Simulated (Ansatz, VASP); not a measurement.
# Ir: VASP beside Ansatz

Contents of POSCAR:

```
Ir
1.0
    0.0000000000      1.8621090000      1.9484955000
    1.8621090000      0.0000000000      1.9484955000
    1.8621090000      1.8621090000      0.0000000000
Ir
1
Direct
    0.0000000000      0.0000000000      0.0000000000
```

INCAR.step1

```
SYSTEM = Ir
PREC = Accurate
ENCUT = 520
ISMEAR = 0
SIGMA = 0.15
LREAL = .FALSE.
LASPH = .TRUE.
NELM = 60
NBANDS = 10
GGA = PE
ALGO = Normal
EDIFF = 1E-4
LWAVE = .TRUE.
LCHARG = .FALSE.
```

INCAR.step2

```
SYSTEM = Ir
PREC = Accurate
ENCUT = 520
EDIFF = 1E-6
ISMEAR = 0
SIGMA = 0.15
LREAL = .FALSE.
LASPH = .TRUE.
NELM = 60
ALGO = Normal
ISIF = 2
LWAVE = .FALSE.
LCHARG = .FALSE.
METAGGA = R2SCAN
LMIXTAU = .TRUE.
NBANDS = 10
ISTART = 1
```

Contents of KPOINTS:

```
regular mesh
0
G
  22 22 22
  0 0 0
```

Input for Ansatz:

```yaml
crystal:
  lattice:
    - [0.0, 1.862109, 1.9484955]
    - [1.862109, 0.0, 1.9484955]
    - [1.862109, 1.862109, 0.0]
  atoms:
    - { symbol: Ir, position: [0.0, 0.0, 0.0] }
basis:
  ecutwfc: 500
kpoints:
  mp_grid: { grid: [22, 22, 22] }
hamiltonian:
  xc: r2scan
scf:
  occupations: { method: gaussian, width: 0.15 }
output:
  forces: true
  stress: true
  eigenvalues: true
```

Change from the starting cell: strain -0.030 along x and y, +0.015 along z, atoms carried along.

Alike in both runs: task single point; functional r2SCAN; k mesh 22 × 22 × 22; occupations gaussian, width 0.15 eV; no spin polarisation.

|  | VASP | Ansatz |
| --- | --- | --- |
| version | VASP 6.6.1 | Ansatz 0.2.0 |
| potentials or method | VASP PAW PBE potentials, release 64 (Ir), cutoff 520 eV | scalar-relativistic, plane waves, PAW |
| valence electrons in the cell | 9 | 17 |

Ansatz gave:

| Quantity | Value |
| --- | --- |
| gap on the k mesh at the Fermi level (eV) | none |
| pressure (GPa) | 22.0 |
| traceless stress, the component that is largest in VASP (GPa) | -13.45 |

Task: What did VASP give for the same quantities?

Result: gap on the k mesh at the Fermi level (eV): none; pressure (GPa): 25.3; traceless stress, the component that is largest in VASP (GPa): -13.50.

VASP's potentials were made for PBE, not for r2SCAN. A gap of «none» marks a metal or a gap that the smearing closes. VASP's potentials hold 9 valence electrons a cell and Ansatz's 17, so a difference there can come from the potentials and not from the codes.

Neither program's run includes spin-orbit coupling.
